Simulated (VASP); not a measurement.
**Si: single point with PBE**

The system is Si.

```
Si
1.0
     0.00000    8.16555    8.16555
     8.16555    0.00000    8.16555
     8.16555    8.16555    0.00000
Si
54
Direct
  0.08366 0.08766 0.08011
  0.00344 0.99910 0.99909
  0.08991 0.08388 0.41652
  0.00253 0.00390 0.33323
  0.08537 0.07996 0.74873
  0.99848 0.99538 0.66144
  0.07770 0.41584 0.08274
  0.99889 0.33357 0.99537
  0.08306 0.41749 0.41927
  0.99707 0.33195 0.32635
  0.08159 0.40906 0.74508
  0.00381 0.32571 0.66943
  0.08447 0.74892 0.08492
  0.00183 0.67029 0.99920
  0.08128 0.74791 0.41325
  0.99984 0.66395 0.33703
  0.07686 0.74621 0.74670
  0.99275 0.67326 0.65833
  0.41569 0.08151 0.08907
  0.32646 0.00371 0.99747
  0.41613 0.08101 0.41889
  0.32939 0.99973 0.33456
  0.42304 0.07500 0.75528
  0.33662 0.99832 0.66772
  0.41505 0.42237 0.08406
  0.33259 0.33254 0.99931
  0.41606 0.41362 0.42380
  0.32671 0.32084 0.33291
  0.41616 0.41796 0.74929
  0.33282 0.33448 0.67002
  0.41512 0.74871 0.09005
  0.33517 0.66325 0.00805
  0.41935 0.74796 0.41260
  0.33437 0.66378 0.32967
  0.41218 0.74825 0.75384
  0.33183 0.66165 0.66898
  0.75023 0.08626 0.08750
  0.66608 0.99950 0.99984
  0.74607 0.08565 0.42142
  0.66727 0.99918 0.33243
  0.74730 0.08055 0.74861
  0.66375 0.99848 0.66120
  0.75121 0.41684 0.07934
  0.65871 0.33331 0.00382
  0.74746 0.41499 0.41470
  0.66893 0.33016 0.33675
  0.74895 0.41987 0.75011
  0.66587 0.32821 0.66429
  0.74909 0.75228 0.08418
  0.66425 0.66809 0.00342
  0.74948 0.74848 0.41530
  0.66948 0.66853 0.33011
  0.75130 0.74834 0.74740
  0.67096 0.66951 0.66416
```

| Item | Value |
| --- | --- |
| Program | VASP 6.6.1 |
| Task | single point |
| Functional | PBE |
| Potentials or basis | VASP PAW PBE potentials, release 64 (Si) |
| Cutoff | 500 eV |
| k mesh | 2 × 2 × 2 |
| Occupations | gaussian, width 0.01 eV |
| Spin | no spin polarisation |
| Dipole correction | no |
| Further INCAR settings | LREAL = Auto; ALGO = Normal; EDIFF = 1e-06; NBANDS = 141 |

```yaml
Pressure: 1.7 GPa
Largest_force: 2.158 eV/Å
Band_gap_on_the_k_mesh: 0.51 eV
```

Forces in eV/Å, atoms in the order of the input:
```
Si   0.242 -0.067 -0.692
Si   0.221 -0.187 -0.118
Si   0.148 -0.934 -0.637
Si  -0.274 -0.122 -0.457
Si  -0.458 -0.008 -0.482
Si   0.735  0.572  0.206
Si  -0.267 -0.112  0.910
Si   0.010 -0.259  0.230
Si  -0.610 -0.586 -0.941
Si   1.045  0.852  0.246
Si   1.293  0.532  1.340
Si  -0.283 -1.178 -0.685
Si   0.151  0.271  0.100
Si  -0.430 -0.365 -0.603
Si   0.489  0.094  1.124
Si  -0.359 -0.742 -0.113
Si   0.166  0.707  0.494
Si  -0.907  1.107 -0.564
Si  -0.510 -0.754  0.110
Si   0.153  1.529  0.166
Si  -0.721  0.293 -0.478
Si  -0.407  1.077  0.381
Si   0.403 -1.390  0.202
Si   0.144 -0.057 -0.272
Si  -0.598 -0.065 -1.309
Si   0.439  0.101  0.097
Si  -1.064 -0.748 -0.305
Si   1.206  0.521  1.712
Si  -0.133  0.451 -0.311
Si  -0.388  0.096 -0.681
Si  -0.296 -0.799  0.715
Si   0.141 -0.892  0.466
Si   0.389  0.062 -0.336
Si   0.766  0.706 -0.627
Si  -0.234  0.442  0.263
Si   0.260 -0.698  0.491
Si  -0.940 -0.436 -0.168
Si   0.443  0.187  0.346
Si  -1.224 -0.219  0.425
Si   0.422  0.293 -0.034
Si  -0.184  0.047 -0.106
Si   0.344  1.292  0.028
Si   0.435  0.103 -0.530
Si  -0.227  0.199  0.891
Si   0.412  0.375  0.523
Si  -0.183 -1.227 -0.070
Si  -0.570  0.031 -0.473
Si   0.631  0.264  0.621
Si  -0.397  0.089  0.284
Si  -0.438 -0.045  0.206
Si   0.263  0.286  0.341
Si  -0.167 -0.005 -0.693
Si   0.999 -0.012 -0.193
Si  -0.080 -0.674 -1.043
```

Stress tensor (GPa, compression positive):
```
 1.68 -0.04 -0.26
-0.04  1.61 -0.30
-0.26 -0.30  1.68
```

Levels at points of the mesh, in eV from the valence-band top:
```
           k point  band 106  band 107  band 108  band 109  band 110  band 111
(0.00, 0.00, 0.00)     -0.16     -0.12      0.00      0.51      0.54      0.57
(0.50, 0.00, 0.00)     -0.59     -0.55     -0.41      0.84      0.86      0.89
(0.00, 0.50, 0.00)     -0.59     -0.53     -0.38      0.81      0.87      0.88
(0.00, 0.00, 0.50)     -0.55     -0.53     -0.42      0.85      0.86      0.91
(0.50, 0.50, 0.50)     -0.61     -0.55     -0.49      0.83      0.89      0.90
(0.50, 0.50, 0.00)     -0.68     -0.61     -0.59      0.57      0.57      1.52
(0.00, 0.50, 0.50)     -0.70     -0.65     -0.56      0.56      0.60      1.54
(0.50, 0.00, 0.50)     -0.68     -0.64     -0.59      0.55      0.59      1.53
```

Run time: 17 min on 4 MPI ranks on Intel(R) Xeon(R) Platinum 8375C CPU @ 2.90GHz (Ice Lake), on a shared host, peak memory 0.86 GiB a rank.

Caveat: semilocal functionals underestimate gaps, and a narrow one can read as zero; forces of over 1 eV/Å act on the atoms, so gaps and moduli don't describe the material at rest. A k mesh can miss the band edges.
